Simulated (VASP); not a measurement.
Here is a VASP 6.6.1 calculation.

POSCAR

```
Zn
1.0
    2.5931595839      0.0000000000      0.0000000000
   -1.2965797919      2.2457420757      0.0000000000
    0.0000000000      0.0000000000      5.0059327481
Zn
2
Direct
    0.3333333333      0.6666666667      0.2500000000
    0.6666666667      0.3333333333      0.7500000000
```

INCAR.step1

```
SYSTEM = Zn
  PREC = Accurate
  ENCUT = 520
  ISMEAR = -1
  SIGMA = 0.15
  LREAL = .FALSE.
  LASPH = .TRUE.
  NELM = 60
  NBANDS = 19
  GGA = PE
  ALGO = Normal
  EDIFF = 1E-4
  LWAVE = .TRUE.
  LCHARG = .FALSE.
```

INCAR.step2

```
SYSTEM = Zn
  PREC = Accurate
  ENCUT = 520
  EDIFF = 1E-6
  ISMEAR = -1
  SIGMA = 0.15
  LREAL = .FALSE.
  LASPH = .TRUE.
  NELM = 60
  ALGO = Normal
  ISIF = 2
  LWAVE = .FALSE.
  LCHARG = .FALSE.
  METAGGA = R2SCAN
  LMIXTAU = .TRUE.
  NBANDS = 19
  ISTART = 1
```

The input KPOINTS:

```
Automatic mesh
0
G
  15 15 8
  0 0 0
```

Potentials or basis: VASP PAW PBE potentials, release 64 (Zn).

Run with:

```bash
$ cat potpaw_PBE.64/Zn/POTCAR > POTCAR
$ cp INCAR.step1 INCAR
$ mpirun -np 1 vasp_std > vasp.out
$ cp INCAR.step2 INCAR
$ mpirun -np 1 vasp_std > vasp.out
```

(1) Estimate the pressure.

(2) Estimate the band gap on the k mesh.

Answers

(1) 0.5 GPa.

(2) zero (bands 12 and 13 overlap by 5.20 eV).

Caveat: the PAW data sets were made with another functional, which shifts forces and pressure a little.
